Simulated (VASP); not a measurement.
A run of VASP 6.6.1:

INCAR

```
SYSTEM = Au
PREC = Accurate ; ENCUT = 520
EDIFF = 1E-6 ; ISMEAR = 0
SIGMA = 0.15 ; LREAL = .False.
LASPH = .True. ; NELM = 80
ALGO = Fast ; ISIF = 2
LWAVE = .False. ; LCHARG = .False.
GGA = PE ; NBANDS = 42
```

The input KPOINTS:

```
Automatic mesh
0
Gamma
  23 23 4
  0 0 0
```

File POSCAR:

```
Au
1.0
    2.0790388404     -2.0790388404      0.0000000000
    2.0790388404      0.0000000000     -2.0790388404
    8.2295528214      8.2295528214      8.2295528214
Au
6
Direct
    0.6666666667      0.6666666667      0.0841934379
    0.0000000000      0.0000000000      0.9262962372
    0.3333333333      0.3333333333      0.2526139977
    0.6666666667      0.6666666667      0.5894551175
    0.0000000000      0.0000000000      0.4210345576
    0.3333333333      0.3333333333      0.7578756773
```

Potentials or basis: VASP PAW PBE potentials, release 64 (Au).

Run with:

```bash
$ cat potpaw_PBE.64/Au/POTCAR > POTCAR
$ mpirun -np 1 vasp_std > vasp.out
```

Hardware: 1 thread of AMD EPYC 9R45 96-Core Processor (Zen 5), with other jobs on the host.

Problem. Estimate the wall time of this run.

Solution. It took 10 min on 1 thread of AMD EPYC 9R45 96-Core Processor (Zen 5) (shared host), peak memory 0.69 GiB. Counts: scf iterations 14, k points 212.
